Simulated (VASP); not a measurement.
# BeS in VASP: settings compared, part 2 of 2

VASP 6.6.1. Earlier steps stand in the parts before.

### 4 Single point, HSE06 (uniaxial z strain -1.9%)

Input file POSCAR:

```
BeS
1.0
    0.0000000000      2.3172971951      2.2739637376
    2.3172971951      0.0000000000      2.2739637376
    2.3172971951      2.3172971951      0.0000000000
Be S
1 1
Direct
    0.0000000000      0.0000000000      0.0000000000
    0.5000000000      0.5000000000      0.5000000000
```

Input file INCAR.step1:

```
SYSTEM = BeS
ALGO = Normal ; EDIFF = 1E-5
ENCUT = 520 ; GGA = PE
ISIF = 2 ; ISMEAR = 0
LASPH = .True. ; LCHARG = .False.
LREAL = .False. ; LWAVE = .True.
NBANDS = 11 ; NELM = 100
PREC = Accurate ; SIGMA = 0.01
```

Input file INCAR.step2:

```
SYSTEM = BeS
ALGO = Normal ; EDIFF = 1E-7
ENCUT = 520 ; GGA = PE
HFSCREEN = 0.2079 ; ISIF = 2
ISMEAR = 0 ; ISTART = 1
LASPH = .True. ; LCHARG = .False.
LHFCALC = .True. ; LREAL = .False.
LWAVE = .False. ; NBANDS = 11
NELM = 100 ; PREC = Accurate
PRECFOCK = Normal ; SIGMA = 0.01
```

Input file KPOINTS:

```
k-points
0
Gamma
  6 6 6
  0 0 0
```

Potentials or basis: VASP PAW PBE potentials, release 64 (Be, S).

The run is started by

```
$ cat potpaw_PBE.64/Be/POTCAR potpaw_PBE.64/S/POTCAR > POTCAR
$ cp INCAR.step1 INCAR
$ mpirun -np 1 vasp_std > vasp.out
$ cp INCAR.step2 INCAR
$ mpirun -np 1 vasp_std > vasp.out
```

OUTCAR:

```text
SYSTEM = BeS
   EDIFF = 1E-7
   ENCUT = 520
   GGA = PE
   HFSCREEN = 0.2079
   ISIF = 2
   ISMEAR = 0
   ISTART = 1
   LASPH = .True.
   LHFCALC = .True.
   LREAL = .False.
   NELM = 100
   PREC = Accurate
   PRECFOCK = Normal

 ion  position               nearest neighbor table
   1  0.000  0.000  0.000-   2 2.27   2 2.27   2 2.32   2 2.32   2 2.32   2 2.32
   2  0.500  0.500  0.500-   1 2.27   1 2.27   1 2.32   1 2.32   1 2.32   1 2.32

  LATTYP: Found a body centered tetragonal cell.
 ALAT       =     3.2771531214
 C/A-ratio  =     1.3877677688

  Lattice vectors:

 A1 = (   0.0000000000,  -2.3172971951,  -2.2739637376)
 A2 = (   0.0000000000,   2.3172971951,  -2.2739637376)
 A3 = (   2.3172971951,   0.0000000000,   2.2739637376)

Analysis of symmetry for initial positions (statically):
=====================================================================
 Subroutine PRICEL returns:
 Original cell was already a primitive cell.

 Routine SETGRP: Setting up the symmetry group for a
 body centered tetragonal supercell.

 Subroutine GETGRP returns: Found 16 space group operations
 (whereof 16 operations were pure point group operations)
[... 183 lines left out ...]
      3       6.0612      2.00000
      4       6.0612      2.00000
      5      12.9736      0.00000
      6      16.1513      0.00000
      7      16.1513      0.00000
      8      16.3894      0.00000
      9      17.2199      0.00000
     10      17.2199      0.00000
     11      17.9360      0.00000
[... 309 lines left out ...]
 k-point    24 :       0.5000   -0.0000    0.3333
  band No.  band energies     occupation
      1      -7.2189      2.00000
      2      -0.5089      2.00000
      3       1.7962      2.00000
      4       3.3124      2.00000
      5       9.1484      0.00000
      6      13.3213      0.00000
      7      16.9575      0.00000
      8      18.6151      0.00000
      9      20.6243      0.00000
     10      24.8662      0.00000
     11      25.2926      0.00000

 [... further k-points ...]

------------------------ aborting loop because EDIFF is reached ----------------------------------------

  FORCE on cell =-STRESS in cart. coord.  units (eV):
  Direction    XX          YY          ZZ          XY          YZ          ZX
  --------------------------------------------------------------------------------------
  -------------------------------------------------------------------------------------
  Total       -0.0713128     -0.0713128      0.2473104      0.0000000     -0.0000000      0.0000000
  in kB       -4.6784369     -4.6784369     16.2246721      0.0000000     -0.0000000      0.0000000
  external PRESSURE =       2.2892661 kB  Pullay stress =       0.0000000 kB

 VOLUME and BASIS-vectors are now :
 -----------------------------------------------------------------------------
  energy-cutoff  :      520.00
  volume of cell :       24.42
      direct lattice vectors                 reciprocal lattice vectors
     0.000000000  2.317297195  2.273963738    -0.215768612  0.215768612  0.219880375
     2.317297195  0.000000000  2.273963738     0.215768612 -0.215768612  0.219880375
     2.317297195  2.317297195  0.000000000     0.215768612  0.215768612 -0.219880375

 POSITION                                       TOTAL-FORCE (eV/Angst)
 -----------------------------------------------------------------------------------
      0.00000      0.00000      0.00000         0.000000      0.000000     -0.000000
      2.31730      2.31730      2.27396         0.000000      0.000000      0.000000
 -----------------------------------------------------------------------------------
    total drift:                                0.000000      0.000000      0.000001

  FREE ENERGIE OF THE ION-ELECTRON SYSTEM (eV)
  ---------------------------------------------------
  free  energy   TOTEN  =       -10.1685890297 eV

  energy  without entropy=      -10.1685890297  energy(sigma->0) =      -10.16858903
```

OUTCAR.step1:

```text
SYSTEM = BeS
   EDIFF = 1E-5
   ENCUT = 520
   GGA = PE
   ISIF = 2
   ISMEAR = 0
[... 559 lines left out ...]
      0.00000      0.00000      0.00000        -0.000000      0.000000      0.000000
      2.31730      2.31730      2.27396         0.000000     -0.000000      0.000000
 -----------------------------------------------------------------------------------
    total drift:                               -0.000000     -0.000000      0.000000

  FREE ENERGIE OF THE ION-ELECTRON SYSTEM (eV)
  ---------------------------------------------------
  free  energy   TOTEN  =        -8.8743268773 eV

  energy  without entropy=       -8.8743268773  energy(sigma->0) =       -8.87432688
```

OSZICAR.step1:

```text
N       E                     dE             d eps       ncg     rms          rms(c)
DAV:   1     0.186694131503E+02    0.18669E+02   -0.39145E+03   668   0.632E+02
DAV:   2    -0.792089822122E+01   -0.26590E+02   -0.25185E+02   844   0.113E+02
DAV:   3    -0.894420311282E+01   -0.10233E+01   -0.10201E+01   854   0.212E+01
DAV:   4    -0.894963693056E+01   -0.54338E-02   -0.54329E-02   823   0.180E+00
DAV:   5    -0.894967114810E+01   -0.34218E-04   -0.34216E-04   869   0.139E-01    0.652E+00
DAV:   6    -0.887516074264E+01    0.74510E-01   -0.17660E-01   764   0.176E+00    0.438E+00
DAV:   7    -0.887390361153E+01    0.12571E-02   -0.65763E-02   811   0.124E+00    0.160E+00
DAV:   8    -0.887432678644E+01   -0.42317E-03   -0.62331E-03   759   0.381E-01    0.262E-01
DAV:   9    -0.887431346583E+01    0.13321E-04   -0.15545E-04   808   0.806E-02    0.461E-02
DAV:  10    -0.887432597642E+01   -0.12511E-04   -0.18617E-05   765   0.254E-02    0.889E-03
DAV:  11    -0.887432687727E+01   -0.90085E-06   -0.49613E-06   444   0.120E-02
   1 F= -.88743269E+01 E0= -.88743269E+01  d E =-.469220E-60
```

Run time: 8.3 min. Hardware: 1 thread of Intel Xeon 6975P-C (Granite Rapids), shared host; peak memory 0.25 GiB.

Results:

- Free energy: -10.1686 eV
- Pressure: 0.2 GPa
- Band gap on the k mesh: 1.61 eV (least direct gap 5.17 eV)

Levels at points of the mesh, in eV from the valence-band top:
| k point | band 1 | band 2 | band 3 | band 4 | band 5 | band 6 | band 7 | band 8 | band 9 |
| --- | --- | --- | --- | --- | --- | --- | --- | --- | --- |
| (0.00, 0.00, 0.00) | -16.82 | -0.50 | -0.24 | -0.24 | 6.67 | 9.85 | 9.85 | 10.09 | 10.92 |
| (0.50, 0.00, 0.00) | -14.26 | -8.11 | -0.63 | -0.50 | 4.83 | 4.88 | 5.27 | 11.79 | 17.07 |
| (0.50, 0.50, 0.00) | -12.96 | -7.59 | -3.63 | -3.63 | 1.61 | 5.05 | 13.48 | 13.48 | 15.89 |
| (0.50, 0.00, 0.50) | -13.13 | -7.60 | -3.66 | -3.34 | 1.83 | 5.15 | 13.24 | 14.00 | 15.41 |

Caveat: the cell differs from its parent crystal (uniaxial z strain -1.9%); the structure was generated, so it needn't be the stable form of BeS; the PAW data sets were made with another functional, which shifts forces and pressure a little. A k mesh can miss the band edges.

### 5 Single point, HSE06 (epitaxial 111 strain -0.6%)

Input file POSCAR:

```
BeS
1.0
    0.0119227451      2.3143892382      2.3143892382
    2.3143892382      0.0119227451      2.3143892382
    2.3143892382      2.3143892382      0.0119227451
Be S
1 1
Direct
    0.0000000000      0.0000000000      0.0000000000
    0.5000000000      0.5000000000      0.5000000000
```

Input file INCAR.step1:

```
SYSTEM = BeS
PREC = Accurate ; ENCUT = 520
EDIFF = 1E-5 ; ISMEAR = 0
SIGMA = 0.01 ; LREAL = .FALSE.
LASPH = .TRUE. ; NELM = 100
ALGO = Normal ; ISIF = 2
LWAVE = .TRUE. ; LCHARG = .FALSE.
GGA = PE ; NBANDS = 11
```

Input file INCAR.step2:

```
SYSTEM = BeS
PREC = Accurate ; ENCUT = 520
EDIFF = 1E-6 ; ISMEAR = 0
SIGMA = 0.01 ; LREAL = .FALSE.
LASPH = .TRUE. ; NELM = 100
ALGO = Normal ; ISIF = 2
LWAVE = .FALSE. ; LCHARG = .FALSE.
GGA = PE ; LHFCALC = .TRUE.
HFSCREEN = 0.2079 ; PRECFOCK = Normal
ISTART = 1 ; NBANDS = 11
```

Input file KPOINTS:

```
Automatic mesh
0
G
  6 6 6
  0 0 0
```

The run is started by

```
$ cat potpaw_PBE.64/Be/POTCAR potpaw_PBE.64/S/POTCAR > POTCAR
$ cp INCAR.step1 INCAR
$ mpirun -np 1 vasp_std > vasp.out
$ cp INCAR.step2 INCAR
$ mpirun -np 1 vasp_std > vasp.out
```

Wall time 7.2 min (1 thread of Intel Xeon 6975P-C (Granite Rapids), shared host); peak memory 0.25 GiB.

The run converged. Its results:

- Free energy: -10.1696 eV
- Pressure: -0.7 GPa
- Band gap on the k mesh: 1.72 eV (least direct gap 5.21 eV)

Stress tensor (GPa, compression positive):
```
-0.69 -0.64 -0.64
-0.64 -0.69 -0.64
-0.64 -0.64 -0.69
```

Levels at points of the mesh, in eV from the valence-band top:
| k point | band 1 | band 2 | band 3 | band 4 | band 5 | band 6 | band 7 | band 8 | band 9 |
| --- | --- | --- | --- | --- | --- | --- | --- | --- | --- |
| (0.00, 0.00, 0.00) | -16.77 | -0.43 | -0.31 | -0.31 | 6.55 | 9.80 | 9.96 | 9.96 | 11.07 |
| (0.50, 0.00, 0.00) | -14.23 | -8.06 | -0.63 | -0.58 | 4.82 | 4.91 | 5.11 | 11.66 | 17.04 |
| (0.50, 0.50, 0.00) | -13.07 | -7.56 | -3.59 | -3.49 | 1.72 | 5.12 | 13.45 | 13.48 | 15.44 |
| (0.50, 0.50, 0.50) | -14.28 | -8.11 | -0.53 | -0.53 | 4.96 | 4.96 | 5.21 | 11.76 | 17.08 |

Caveat: the cell differs from its parent crystal (epitaxial 111 strain -0.6%); the structure was generated, so it needn't be the stable form of BeS; the PAW data sets were made with another functional, which shifts forces and pressure a little. A k mesh can miss the band edges.

### 6 The runs side by side

```csv
level,cell,k mesh,grid for exact exchange (PRECFOCK),share of exact exchange,screening parameter,gap on the mesh (eV),pressure (GPa)
r2SCAN,"a = 3.273 Å, angles 59.7°, 2 atoms",10 × 10 × 10,-,-,-,1.35,1.2
r2SCAN,"a = 3.277, b = 3.277, c = 3.338 Å, angles 59.4, 59.4, 58.8°, 2 atoms",10 × 10 × 10,-,-,-,1.11,-0.1
HSE06,"a = 3.247, b = 3.247, c = 3.277 Å, angles 59.7, 59.7, 60.6°, 2 atoms",6 × 6 × 6,Normal,0.25,0.2079 1/Å,1.61,0.2
HSE06,"a = 3.273 Å, angles 59.7°, 2 atoms",6 × 6 × 6,Normal,0.25,0.2079 1/Å,1.72,-0.7
```

Alike in all rows: task single point; potentials or basis VASP PAW PBE potentials, release 64 (Be, S); no spin polarisation; cutoff (eV) 520; smearing gaussian 0.01 eV.

Caveats: the structure was generated, so it needn't be the stable form of BeS; the PAW data sets were made with another functional, which shifts forces and pressure a little.

Absolute energies hang on the potentials; compare differences alone.
